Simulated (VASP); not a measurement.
# AlC2 (I4/mmm) in VASP: further runs, part 3 of 3

VASP 6.6.1. Earlier steps stand in the parts before.

### 5 Single point, PBE

This run uses another cell than the first one, of 9.58 Å³/atom.

INCAR

```
PREC     = Accurate       # precision mode
ENCUT    = 520            # plane-wave cutoff, eV
EDIFF    = 1E-6           # SCF threshold, eV
ISMEAR   = 0              # smearing method
SIGMA    = 0.1            # smearing width, eV
LREAL    = F              # projectors in reciprocal space
LASPH    = T              # aspherical terms in the spheres
NELM     = 60             # most SCF steps
ALGO     = Normal         # electronic algorithm
ISIF     = 2              # what is computed and relaxed
LWAVE    = F              # write WAVECAR
LCHARG   = F              # write CHGCAR
GGA      = PE             # functional
NBANDS   = 12             # bands
```

KPOINTS

```
regular mesh
0
Gamma
  20 20 20
```

POSCAR

```
AlC2
1.0
   -1.6512465385      1.6512465385      2.6347940269
    1.6512465385     -1.6512465385      2.6347940269
    1.6512465385      1.6512465385     -2.6347940269
Al C
1 2
Direct
    0.0000000000      0.0000000000      0.0000000000
    0.6264075837      0.6264075837      0.0000000000
    0.3735924163      0.3735924163      0.0000000000
```

Potentials or basis: VASP PAW PBE potentials, release 64 (Al, C).

Command:

```sh
$ cat potpaw_PBE.64/Al/POTCAR potpaw_PBE.64/C/POTCAR > POTCAR
$ mpirun -np 1 vasp_std > vasp.out
```

OUTCAR:

```text
PREC = Accurate
   ENCUT = 520
   EDIFF = 1E-6
   ISMEAR = 0
   LREAL = F
   LASPH = T
   NELM = 60
   ISIF = 2
   GGA = PE

 ion  position               nearest neighbor table
   1  0.000  0.000  0.000-   2 1.97   3 1.97   3 2.43   2 2.43   2 2.43   2 2.43   2 2.43   3 2.43
                             3 2.43   3 2.43
   2  0.626  0.626  0.000-   3 1.33   1 1.97   1 2.43   1 2.43   1 2.43   1 2.43
   3  0.374  0.374  0.000-   2 1.33   1 1.97   1 2.43   1 2.43   1 2.43   1 2.43

  LATTYP: Found a body centered tetragonal cell.
 ALAT       =     3.3024930770
 C/A-ratio  =     1.5956393945

  Lattice vectors:

 A1 = (  -1.6512465385,   1.6512465385,   2.6347940269)
 A2 = (   1.6512465385,  -1.6512465385,   2.6347940269)
 A3 = (   1.6512465385,   1.6512465385,  -2.6347940269)

Analysis of symmetry for initial positions (statically):
=====================================================================
 Subroutine PRICEL returns:
 Original cell was already a primitive cell.

 Routine SETGRP: Setting up the symmetry group for a
 body centered tetragonal supercell.

 Subroutine GETGRP returns: Found 16 space group operations
 (whereof 16 operations were pure point group operations)
 out of a pool of 16 trial point group operations.

The static configuration has the point symmetry D_4h.

Analysis of symmetry for dynamics (positions and initial velocities):
=====================================================================
 Subroutine PRICEL returns:
 Original cell was already a primitive cell.

 Routine SETGRP: Setting up the symmetry group for a
 body centered tetragonal supercell.

 Subroutine GETGRP returns: Found 16 space group operations
 (whereof 16 operations were pure point group operations)
 out of a pool of 16 trial point group operations.

The dynamic configuration has the point symmetry D_4h.

 Subroutine INISYM returns: Found 16 space group operations
 (whereof 16 operations are pure point group operations),
 and found     1 'primitive' translations

----------------------------------------------------------------------------------------

                                     Primitive cell

  volume of cell :      28.7363

  direct lattice vectors                    reciprocal lattice vectors
    -1.651246538  1.651246538  2.634794027     0.000000000  0.302801543  0.189768155
     1.651246538 -1.651246538  2.634794027     0.302801543  0.000000000  0.189768155
     1.651246538  1.651246538 -2.634794027     0.302801543  0.302801543  0.000000000

  length of vectors
     3.520705870  3.520705870  3.520705870     0.357352385  0.357352385  0.428226049

  position of ions in fractional coordinates (direct lattice)
     0.000000000  0.000000000  0.000000000
     0.626407584  0.626407584  0.000000000
     0.373592416  0.373592416  0.000000000

  ion indices of the primitive-cell ions
   primitive index   ion index
                 1           1
                 2           2
                 3           3

----------------------------------------------------------------------------------------

 KPOINTS: regular mesh

Automatic generation of k-mesh.
 Grid dimensions read from file:
 generate k-points for:   20   20   20

 Generating k-lattice:

  Cartesian coordinates                     Fractional coordinates (reciprocal lattice)
     0.000000000  0.015140077  0.009488408     0.050000000  0.000000000  0.000000000
     0.015140077  0.000000000  0.009488408     0.000000000  0.050000000  0.000000000
     0.015140077  0.015140077  0.000000000     0.000000000  0.000000000  0.050000000

  Length of vectors
     0.017867619  0.017867619  0.021411302

  Shift w.r.t. Gamma in fractional coordinates (k-lattice)
     0.000000000  0.000000000  0.000000000

 Subroutine IBZKPT returns following result:
 ===========================================

 Found    641 irreducible k-points:

 Following reciprocal coordinates:
            Coordinates               Weight
  0.000000  0.000000  0.000000      1.000000
  0.050000  0.000000 -0.000000      8.000000
  0.100000  0.000000 -0.000000      8.000000
  0.150000  0.000000 -0.000000      8.000000
  0.200000  0.000000 -0.000000      8.000000
  0.250000  0.000000  0.000000      8.000000
[... 16 lines left out ...]
 -0.400000  0.050000  0.000000     16.000000
 -0.350000  0.050000  0.000000     16.000000
 [... further k-points ...]
   k-points           NKPTS =    641   k-points in BZ     NKDIM =    641   number of bands    NBANDS=     12
   number of dos      NEDOS =    301   number of ions     NIONS =      3
   total plane-waves  NPLWV =  21952
   dimension x,y,z NGX =    28 NGY =   28 NGZ =   28
   dimension x,y,z NGXF=    56 NGYF=   56 NGZF=   56
   ions per type =               1   2
   NGX,Y,Z   is equivalent  to a cutoff of  13.22, 13.22, 13.22 a.u.
   NGXF,Y,Z  is equivalent  to a cutoff of  26.44, 26.44, 26.44 a.u.
 SYSTEM =  unknown system
   PREC   = accura    normal or accurate (medium, high low for compatibility)
   ISTART =      0    job   : 0-new  1-cont  2-samecut
   ICHARG =      2    charge: 1-file 2-atom 10-const
   ISPIN  =      1    spin polarized calculation?
   LNONCOLLINEAR =      F non collinear calculations
   LSORBIT =      F    spin-orbit coupling
   LASPH  =      T    aspherical Exc in radial PAW
   ENCUT  =  520.0 eV  38.22 Ry    6.18 a.u.   6.55  6.55  6.55*2*pi/ulx,y,z
   NELM   =     60;   NELMIN=  2; NELMDL= -5     # of ELM steps
   EDIFF  = 0.1E-05   stopping-criterion for ELM
   LREAL  =      F    real-space projection
[... 7 lines left out ...]
   TEBEG  =    0.0;   TEEND  =   0.0 temperature during run
   PSTRESS=    0.0 pullay stress
   NELECT =      11.0000    total number of electrons
   NUPDOWN=      -1.0000    fix difference up-down
   EMIN   =  10.00;   EMAX   =-10.00  energy-range for DOS
   EFERMI =   0.00;   METHOD = LEGACY
   ISMEAR =     0;   SIGMA  =   0.10  broadening in eV -4-tet -1-fermi 0-gaus
   EFERMI_NEDOS =   21; number of points for ismear=-14 and -15
   IALGO  =     38    algorithm
   IMIX   =      4    mixing-type and parameters
     AMIX     =   0.40;   BMIX     =  1.00
     AMIX_MAG =   1.60;   BMIX_MAG =  1.00
  volume/ion in A,a.u.               =       9.58        64.64
  Fermi-wavevector in a.u.,A,eV,Ry     =   1.188673  2.246265 19.224248  1.412942
  Thomas-Fermi vector in A             =   2.324797
   LORBIT       =      0    0 simple, 1 ext, 2 COOP (PROOUT), +10 PAW based schemes
   GGA     = PE    functional components
   LHFCALC =     F    Hartree Fock is set to
   AEXX    =    0.0000 exact exchange contribution
   IVDW    =     0    specifies the selected vdW correction
   LEPSILON=     F    determine dielectric tensor
   LRPA    =     F    only Hartree local field effects (RPA)
 non-spin polarized calculation
 Gauss-broadening in eV      SIGMA  =   0.10
  energy-cutoff  :      520.00
  volume of cell :       28.74
 maximum number of plane-waves:       792
 NGX is ok and might be reduce to    28
   NGX = 13   NGY = 13   NGZ = 13

 number of electron      11.0000000 magnetization

 Free energy of the ion-electron system (eV)
  ---------------------------------------------------
  ext. energy  EPLUGINS =         0.00000000
  ---------------------------------------------------
  free energy    TOTEN  =       -19.08134222 eV

  energy without entropy =      -19.07562516  energy(sigma->0) =      -19.07848369

 E-fermi :   9.5513     XC(G=0): -11.3308

 val. band max:        9.5447223327   @ k =  -0.3500  -0.4000   0.3000
 cond. band min:       9.5513791541   @ k =  -0.3500  -0.3500   0.2500
 fundamental gap:      0.0066568214
 Fermi energy:         9.5512735186

 k-point     1 :       0.0000    0.0000    0.0000
  band No.  band energies     occupation
      1      -9.0643      2.00000
      2       1.1269      2.00000
      3       4.0024      2.00000
      4       5.5206      2.00000
      5       5.5206      2.00000
      6       8.8073      2.00000
      7       8.8073      2.00000
      8      13.0183      0.00000
      9      14.3014      0.00000
     10      15.3323      0.00000
     11      17.3765      0.00000
     12      17.3765      0.00000
[... 331 lines left out ...]
 k-point    24 :      -0.3500    0.0500    0.0000
  band No.  band energies     occupation
      1      -7.9018      2.00000
      2      -1.1509      2.00000
      3       2.6183      2.00000
      4       4.3525      2.00000
      5       4.7345      2.00000
      6       9.9126      0.00000
      7      10.4478      0.00000
      8      12.5540      0.00000
      9      13.5455      0.00000
     10      15.4580      0.00000
     11      18.6062      0.00000
     12      20.1651      0.00000

 [... further k-points ...]
[... 5 lines left out ...]
  --------------------------------------------------------------------------------------
  -------------------------------------------------------------------------------------
  Total        0.0197545      0.0197545      0.0750878      0.0000000      0.0000000      0.0000000
  in kB        1.1014027      1.1014027      4.1864855      0.0000000      0.0000000      0.0000000
  external PRESSURE =       2.1297636 kB  Pullay stress =       0.0000000 kB

 VOLUME and BASIS-vectors are now :
 -----------------------------------------------------------------------------
  energy-cutoff  :      520.00
  volume of cell :       28.74
      direct lattice vectors                 reciprocal lattice vectors
    -1.651246538  1.651246538  2.634794027     0.000000000  0.302801543  0.189768155
     1.651246538 -1.651246538  2.634794027     0.302801543  0.000000000  0.189768155
     1.651246538  1.651246538 -2.634794027     0.302801543  0.302801543  0.000000000

 POSITION                                       TOTAL-FORCE (eV/Angst)
 -----------------------------------------------------------------------------------
      0.00000      0.00000      0.00000        -0.000000     -0.000000     -0.000000
      0.00000      0.00000      3.30091        -0.000000     -0.000000      0.086674
      0.00000      0.00000      1.96868         0.000000      0.000000     -0.086674
 -----------------------------------------------------------------------------------
    total drift:                                0.000000      0.000000     -0.000000

  FREE ENERGIE OF THE ION-ELECTRON SYSTEM (eV)
  ---------------------------------------------------
  free  energy   TOTEN  =       -19.0813422175 eV

  energy  without entropy=      -19.0756251569  energy(sigma->0) =      -19.07848369
```

It took 6.8 min on 1 thread of AMD EPYC 7R13, shared host; peak memory 0.32 GiB.

What came out:

```
Free energy            : -19.0813 eV
Pressure               : 0.2 GPa
Largest force          : 0.087 eV/Å
Band gap on the k mesh : zero (an odd number of electrons rules out a gap without spin polarisation)
```

Forces on the atoms (eV/Å):
```
Al   0.000  0.000  0.000
C    0.000  0.000  0.087
C    0.000  0.000 -0.087
```

Stress tensor (GPa, compression positive):
```
0.11 0.00 0.00
0.00 0.11 0.00
0.00 0.00 0.42
```

Levels at points of the mesh, in eV from the Fermi level:
```tsv
k point	band 2	band 3	band 4	band 5	band 6	band 7	band 8	band 9
(0.00, 0.00, 0.00)	-8.42	-5.55	-4.03	-4.03	-0.74	-0.74	3.47	4.75
(0.50, 0.00, 0.00)	-11.69	-7.03	-5.46	-5.01	0.72	0.82	3.45	3.61
(0.50, 0.50, 0.00)	-9.70	-8.57	-7.39	-6.12	-3.65	2.84	4.42	7.00
(0.50, 0.50, 0.50)	-12.15	-6.71	-6.71	-5.31	0.23	1.89	4.51	4.51
```

Caveat: an odd number of electrons without spin polarisation forces a metal; a magnetic or distorted state may lie lower.

### 6 Summary

```tsv
task	cell	k mesh	cutoff (eV)	gap on the mesh (eV)	pressure (GPa)	largest force (eV/Å)
single point	a = 4.068 Å, angles 138.6, 138.6, 59.9°, 3 atoms, atomic positions A	8 × 8 × 8	520	none	-15.7	0.07
single point	a = 3.512 Å, angles 124.1, 124.1, 83.1°, 3 atoms, atomic positions B	8 × 8 × 8	520	none	0.4	0.09
relaxation of cell and atoms	relaxed from a = 4.068 Å, angles 138.6, 138.6, 59.9°, 3 atoms, atomic positions A	8 × 8 × 8	600	none	0.0	0.01
single point	a = 3.521 Å, angles 124.1, 124.1, 83.1°, 3 atoms, atomic positions C	20 × 20 × 20	520	none	0.2	0.09
```

Alike in all rows: level PBE; potentials or basis VASP PAW PBE potentials, release 64 (Al, C); no spin polarisation; smearing gaussian 0.1 eV.

Caveats: an odd number of electrons without spin polarisation forces a metal; a magnetic or distorted state may lie lower; the stress differs along the axes, from -25 to -11 GPa (at least some runs).

Total energies depend on the potentials used, so only differences within one code and one set of settings carry meaning.

The gap in the log of VASP goes by the Fermi energy; the results here count the filled bands.